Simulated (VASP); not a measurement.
Wanted: the native input for a VASP 6.6.1 run.

```
Task                               : single point
Functional                         : HSE06
Potentials or basis                : VASP PAW PBE potentials, release 64 (C, Be)
Cutoff                             : 520 eV
k mesh                             : 6 × 6 × 6
Occupations                        : gaussian, width 0.01 eV
Spin                               : no spin polarisation
Dipole correction                  : no
Grid for exact exchange (PRECFOCK) : Normal
Further INCAR settings             : ALGO = Normal; EDIFF = 1e-06; NBANDS = 11
Share of exact exchange            : 0.25
Screening parameter                : 0.2079 1/Å
```

Crystal: Be2C.

```
CELL_PARAMETERS angstrom
0.00000 2.16049 2.16049
2.16049 0.00000 2.16049
2.16049 2.16049 0.00000
ATOMIC_POSITIONS crystal
C 0.00000 0.00000 0.00000
Be 0.25000 0.25000 0.25000
Be 0.75000 0.75000 0.75000
```

The input as run:

POSCAR

```
Be2C
1.0
    0.0000000000      2.1604856385      2.1604856385
    2.1604856385      0.0000000000      2.1604856385
    2.1604856385      2.1604856385      0.0000000000
C Be
1 2
Direct
    0.0000000000      0.0000000000      0.0000000000
    0.2500000000      0.2500000000      0.2500000000
    0.7500000000      0.7500000000      0.7500000000
```

INCAR.step1

```
SYSTEM = Be2C
ALGO = Normal ; EDIFF = 1E-5
ENCUT = 520 ; GGA = PE
GGA_COMPAT = .False. ; ISIF = 2
ISMEAR = 0 ; LASPH = .True.
LCHARG = .False. ; LREAL = .False.
LWAVE = .True. ; NBANDS = 11
NELM = 120 ; PREC = Accurate
SIGMA = 0.01
```

INCAR.step2

```
SYSTEM = Be2C
ALGO = Normal ; EDIFF = 1E-6
ENCUT = 520 ; GGA = PE
GGA_COMPAT = .False. ; HFSCREEN = 0.2079
ISIF = 2 ; ISMEAR = 0
ISTART = 1 ; LASPH = .True.
LCHARG = .False. ; LHFCALC = .True.
LREAL = .False. ; LWAVE = .False.
NBANDS = 11 ; NELM = 120
PREC = Accurate ; PRECFOCK = Normal
SIGMA = 0.01
```

KPOINTS

```
k-points
0
Gamma
  6 6 6
  0 0 0
```

Potentials or basis: VASP PAW PBE potentials, release 64 (C, Be).

Launch:

```bash
$ cat potpaw_PBE.64/C/POTCAR potpaw_PBE.64/Be/POTCAR > POTCAR
$ cp INCAR.step1 INCAR
$ mpirun -np 1 vasp_std > vasp.out
$ cp INCAR.step2 INCAR
$ mpirun -np 1 vasp_std > vasp.out
```

It gave:

```yaml
Pressure: -1.9 GPa
Band_gap_on_the_k_mesh: 1.90 eV (least direct gap 5.13 eV)
```

Caveat: the PAW data sets were made with another functional, which shifts forces and pressure a little.

Run time: 11 min on 1 thread of Intel Xeon 8259CL, with other jobs on the host, peak memory 0.24 GiB.
